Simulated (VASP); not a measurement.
Here is a VASP 6.6.1 calculation.

Contents of INCAR:

```
SYSTEM = Cd
ALGO     = Normal         ! electronic algorithm
EDIFF    = 1E-6           ! SCF threshold, eV
ENCUT    = 520            ! plane-wave cutoff, eV
GGA      = PS             ! functional
ISIF     = 2              ! what is computed and relaxed
ISMEAR   = -1             ! smearing method
LASPH    = .TRUE.         ! aspherical terms in the spheres
LCHARG   = .FALSE.        ! write CHGCAR
LREAL    = .FALSE.        ! projectors in reciprocal space
LWAVE    = .FALSE.        ! write WAVECAR
NBANDS   = 19             ! bands
NELM     = 100            ! most SCF steps
PREC     = Accurate       ! precision mode
SIGMA    = 0.05           ! smearing width, eV
```

KPOINTS

```
k-points
0
G
  14 14 7
  0 0 0
```

Contents of POSCAR:

```
Cd
1.0
    3.0277151646      0.0000000000      0.0000000000
   -1.5138575823      2.6220782480      0.0000000000
    0.0000000000      0.0000000000      5.7097589939
Cd
2
Direct
    0.3333333333      0.6666666667      0.2500000000
    0.6666666667      0.3333333333      0.7500000000
```

Potentials or basis: VASP PAW PBE potentials, release 64 (Cd).

The run is started by

```sh
$ cat potpaw_PBE.64/Cd/POTCAR > POTCAR
$ mpirun -np 1 vasp_std > vasp.out
```

Task: What does it give for the band gap on the k mesh?

Result: Zero (band 12 reaches 3.71 eV, above the bottom of band 13 at -0.40 eV).

Task: What does it give for the pressure?

Result: -3.4 GPa.

Stress tensor (GPa, compression positive):
```
-3.56  0.00  0.00
 0.00 -3.56  0.00
 0.00  0.00 -2.95
```

Caveat: the PAW data sets were made with another functional, which shifts forces and pressure a little.
